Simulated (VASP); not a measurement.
Set up this calculation in VASP 6.6.1, as the native input.

| Quantity | Value |
| --- | --- |
| Task | single point |
| Functional | PBEsol |
| Potentials or basis | VASP PAW PBE potentials, release 64 (Zn) |
| Cutoff | 520 eV |
| k mesh | 18 × 18 × 18 |
| Occupations | gaussian, width 0.1 eV |
| Spin | no spin polarisation |
| Dipole correction | no |
| Further INCAR settings | ALGO = Fast; EDIFF = 1e-07; NBANDS = 12 |

The structure of Zn lies in POSCAR:

```
Zn
1.0
    0.0000000000      1.9032981590      1.9032981590
    1.9032981590      0.0000000000      1.9032981590
    1.9032981590      1.9032981590      0.0000000000
Zn
1
Direct
    0.0000000000      0.0000000000      0.0000000000
```

This isn't the form of Zn at room conditions, which is hcp.

This cell differs from its parent crystal: strained.

These files were run (other wordings do the same):

INCAR

```
  PREC = Accurate
  ENCUT = 520
  EDIFF = 1E-7
  ISMEAR = 0
  SIGMA = 0.1
  LREAL = F
  LASPH = T
  NELM = 80
  ALGO = Fast
  ISIF = 2
  LWAVE = F
  LCHARG = F
  GGA = PS
  NBANDS = 12
```

KPOINTS

```
Automatic mesh
0
Gamma
  18 18 18
```

Potentials or basis: VASP PAW PBE potentials, release 64 (Zn).

Command:

```console
$ cat potpaw_PBE.64/Zn/POTCAR > POTCAR
$ mpirun -np 1 vasp_std > vasp.out
```

Results of the run:

```json
{"Pressure": "2.8 GPa", "Band gap on the k mesh": "zero (bands 6 and 7 overlap by 2.96 eV)"}
```

Caveat: the cell differs from its parent crystal (strained); the PAW data sets were made with another functional, which shifts forces and pressure a little.

Wall time 11 s on 1 thread of Intel(R) Xeon(R) 6975P-C (Granite Rapids) (shared host), peak memory 0.14 GiB.
